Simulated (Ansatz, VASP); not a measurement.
Two plane-wave programs on Mo

POSCAR

```
Mo
1.0
    2.5742138411      0.0000000000      0.0000000000
   -1.2871069206      2.2293345812      0.0000000000
    0.0000000000      0.0000000000      2.8854205188
Mo
1
Direct
    0.0000000000      0.0000000000      0.5000000000
```

The input INCAR.step1:

```
PREC = Accurate
ENCUT = 520
ISMEAR = 0
SIGMA = 0.15
LREAL = False
LASPH = True
NELM = 60
NBANDS = 13
GGA = PE
ALGO = Normal
EDIFF = 1E-4
LWAVE = True
LCHARG = False
```

The input INCAR.step2:

```
PREC = Accurate
ENCUT = 520
EDIFF = 1E-6
ISMEAR = 0
SIGMA = 0.15
LREAL = False
LASPH = True
NELM = 60
ALGO = Normal
ISIF = 2
LWAVE = False
LCHARG = False
METAGGA = R2SCAN
LMIXTAU = True
NBANDS = 13
ISTART = 1
```

File KPOINTS:

```
Automatic mesh
0
Gamma
  24 24 20
```

Input for Ansatz:

```yaml
crystal:
  lattice:
    - [2.5742138411, 0.0, 0.0]
    - [-1.2871069206, 2.2293345812, 0.0]
    - [0.0, 0.0, 2.8854205188]
  atoms:
    - { symbol: Mo, position: [0.0, 0.0, 0.5] }
basis:
  ecutwfc: 500
kpoints:
  mp_grid: { grid: [24, 24, 20] }
hamiltonian:
  xc: r2scan
scf:
  occupations: { method: gaussian, width: 0.15 }
output:
  forces: true
  stress: true
  eigenvalues: true
```

Alike in both runs: task single point; functional r2SCAN; k mesh 24 × 24 × 20; occupations gaussian, width 0.15 eV; no spin polarisation.

```csv
,VASP,Ansatz
version,VASP 6.6.1,Ansatz 0.2.0
potentials or method,"VASP PAW PBE potentials, release 64 (Mo_sv), cutoff 520 eV","scalar-relativistic, plane waves, PAW"
valence electrons in the cell,14,14
```

|  | VASP | Ansatz | Ansatz less VASP |
| --- | --- | --- | --- |
| gap on the k mesh at the Fermi level (eV) | none | none | - |
| pressure (GPa) | 12.0 | 10.8 | -1.23 |
| traceless stress, the component that is largest in VASP (GPa) | -28.84 | -28.23 | +0.609 |

VASP's potentials were made for PBE, not for r2SCAN. A gap of «none» marks a metal or a gap that the smearing closes. With one functional, cell and mesh, what is left measures potentials, basis and numerics.
